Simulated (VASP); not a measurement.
## AgBr: single point with PBEsol

Crystal: AgBr.

```xyz
2
Lattice="0.0000 2.8377 2.8235 2.8377 0.0000 2.8235 2.8377 2.8377 0.0000" Properties=species:S:1:pos:R:3 pbc="T T T"
Ag    0.0000    0.0000    0.0000
Br    2.8377    2.8377    2.8235
```

This cell differs from its parent crystal: z stretched by -0.5 %, x and y held.

```
Program                : VASP 6.6.1
Task                   : single point
Functional             : PBEsol
Potentials or basis    : VASP PAW PBE potentials, release 64 (Ag, Br)
Cutoff                 : 500 eV
k mesh                 : 6 × 6 × 6
Occupations            : fermi-dirac, width 0.01 eV
Spin                   : non-collinear spin, zero start, spin-orbit coupling
Starting moments       : [[0.0, 0.0, 0.0], [0.0, 0.0, 0.0]] μB
Dipole correction      : no
Further INCAR settings : ALGO = Normal; EDIFF = 1e-06; NBANDS = 30
```

The pressure is 0.2 GPa. The net moment is 0.00 μB per cell and the valence electrons inside the program's atomic spheres are Ag 9.75; Br 4.81.

Stress tensor (GPa, compression positive):
```
0.16 0.00 0.00
0.00 0.16 0.00
0.00 0.00 0.36
```

Moments on the atoms (μB; x, y, z):
```
Ag  0.00 0.00 0.00
Br  0.00 0.00 0.00
```

Wall time 52 s on 1 thread of AMD EPYC 9R45 96-Core Processor (Zen 5), on a shared host, peak memory 0.27 GiB.

Caveat: the cell differs from its parent crystal (z stretched by -0.5 %, x and y held); the PAW data sets were made with another functional, which shifts forces and pressure a little.
